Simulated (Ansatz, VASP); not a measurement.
BaTe: VASP beside Ansatz

INCAR

```
SYSTEM = BaTe
PREC = Accurate
ENCUT = 520
EDIFF = 1E-8
ISMEAR = -1
SIGMA = 0.05
LREAL = .FALSE.
LASPH = .TRUE.
NELM = 100
ALGO = Normal
ISIF = 2
LWAVE = .FALSE.
LCHARG = .FALSE.
GGA = PS
LEFG = .TRUE.
NBANDS = 15
```

Contents of KPOINTS:

```
regular mesh
0
G
  10 10 10
  0 0 0
```

POSCAR

```
BaTe
1.0
    0.0000000000      3.3403886307      3.3403886307
    3.3403886307      0.0000000000      3.3403886307
    3.3403886307      3.3403886307      0.0000000000
Ba Te
1 1
Direct
    0.0000000000      0.0000000000      0.0000000000
    0.5000000000      0.5000000000      0.5000000000
```

Input for Ansatz:

```yaml
crystal:
  lattice:
    - [0.0, 3.3403886307, 3.3403886307]
    - [3.3403886307, 0.0, 3.3403886307]
    - [3.3403886307, 3.3403886307, 0.0]
  atoms:
    - { symbol: Ba, position: [0.0, 0.0, 0.0] }
    - { symbol: Te, position: [0.5, 0.5, 0.5] }
kpoints:
  mp_grid: { grid: [10, 10, 10] }
scf:
  occupations: { method: fermi_dirac, width: 0.05 }
hamiltonian:
  xc: pbesol
  pseudopotentials: { kind: paw }
output:
  forces: true
  stress: true
  eigenvalues: true
  efg: { contact_densities: true }
  write_density: true
  write_potential: true
  elf: true
  volumetric_format: npy
```

Change from the starting cell: volume scaled by 0.94, PAW files.

Alike in both runs: task electric field gradients; functional PBEsol; k mesh 10 × 10 × 10; occupations fermi-dirac, width 0.05 eV; no spin polarisation.

```csv
,VASP,Ansatz
version,VASP 6.6.1,Ansatz 0.2.0
potentials or method,"VASP PAW PBE potentials, release 64 (Ba_sv, Te)","PAW with Ansatz's default frozen-core files, scalar-relativistic"
plane-wave cutoff (eV),520,420
valence electrons in the cell,16,26
```

|  | VASP | Ansatz | Ansatz less VASP |
| --- | --- | --- | --- |
| pressure (GPa) | 5.3 | 4.7 | -0.57 |

VASP's potentials were made for PBE, not for PBEsol. The functional is the same, so the differences come from potentials, cutoffs and numerics. VASP's potentials hold 16 valence electrons a cell and Ansatz's 26, so a difference there can come from the potentials and not from the codes.

Spin-orbit coupling is off throughout.
